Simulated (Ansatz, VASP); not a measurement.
# PbS: VASP beside Ansatz

The input INCAR:

```
PREC = Accurate
ENCUT = 520
EDIFF = 1E-7
ISMEAR = 0
SIGMA = 0.15
LREAL = False
LASPH = True
NELM = 100
ALGO = Normal
ISIF = 2
LWAVE = False
LCHARG = False
GGA = PS
NBANDS = 17
```

File KPOINTS:

```
Automatic mesh
0
Gamma
  14 14 14
```

POSCAR

```
PbS
1.0
    3.4709760500      0.0000000000      0.0000000000
    0.0000000000      3.4709760500      0.0000000000
    0.0000000000      0.0000000000      3.4709760500
Pb S
1 1
Direct
    0.0000000000      0.0000000000      0.0000000000
    0.5000000000      0.5000000000      0.5000000000
```

Input for Ansatz:

```yaml
crystal:
  lattice:
    - [3.47097605, 0.0, 0.0]
    - [0.0, 3.47097605, 0.0]
    - [0.0, 0.0, 3.47097605]
  atoms:
    - { symbol: Pb, position: [0.0, 0.0, 0.0] }
    - { symbol: S, position: [0.5, 0.5, 0.5] }
basis:
  ecutwfc: 420
kpoints:
  mp_grid: { grid: [14, 14, 14] }
hamiltonian:
  xc: pbesol
scf:
  occupations: { method: gaussian, width: 0.15 }
output:
  forces: true
  stress: true
  eigenvalues: true
```

Change from the starting cell: strain -0.050 along x and y, -0.050 along z, atoms carried along.

Alike in both runs: task single point; functional PBEsol; k mesh 14 × 14 × 14; occupations gaussian, width 0.15 eV; no spin polarisation.

|  | VASP | Ansatz |
| --- | --- | --- |
| version | VASP 6.6.1 | Ansatz 0.2.0 |
| potentials or method | VASP PAW PBE potentials, release 64 (Pb_d, S), cutoff 520 eV | scalar-relativistic, plane waves, PAW |
| valence electrons in the cell | 20 | 20 |

```csv
,VASP,Ansatz,Ansatz less VASP
gap on the k mesh at the Fermi level (eV),none,none,-
pressure (GPa),7.1,7.1,+0.03
```

VASP's potentials were made for PBE, not for PBEsol. A gap of «none» marks a metal or a gap that the smearing closes. The functional is the same, so the differences come from potentials, cutoffs and numerics.

Neither program's run includes spin-orbit coupling.
